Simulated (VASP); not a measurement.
A run of VASP 6.6.1 is set up as follows.

File INCAR:

```
ALGO = Normal
EDIFF = 1E-6
ENCUT = 520
GGA = PS
ISIF = 2
ISMEAR = 0
ISPIN = 2
LASPH = T
LCHARG = F
LMAXMIX = 4
LORBIT = 11
LREAL = F
LWAVE = F
MAGMOM = 3.5 0
NBANDS = 18
NELM = 150
PREC = Accurate
SIGMA = 0.1
```

File KPOINTS:

```
k-points
0
Gamma
  14 14 14
```

File POSCAR:

```
ReS
1.0
    0.0000000000      2.5855626348      2.5855626348
    2.5855626348      0.0000000000      2.5855626348
    2.5855626348      2.5855626348      0.0000000000
Re S
1 1
Direct
    0.0000000000      0.0000000000      0.0000000000
    0.5000000000      0.5000000000      0.5000000000
```

Potentials or basis: VASP PAW PBE potentials, release 64 (Re, S).

Run with:

```bash
$ cat potpaw_PBE.64/Re/POTCAR potpaw_PBE.64/S/POTCAR > POTCAR
$ mpirun -np 1 vasp_std > vasp.out
```

Q: Predict the site moments.

A: Re +1.83; S +0.01 μB.

Q: Estimate the net moment.

A: 1.98 μB per cell.

Caveat: the cell stands under tension.
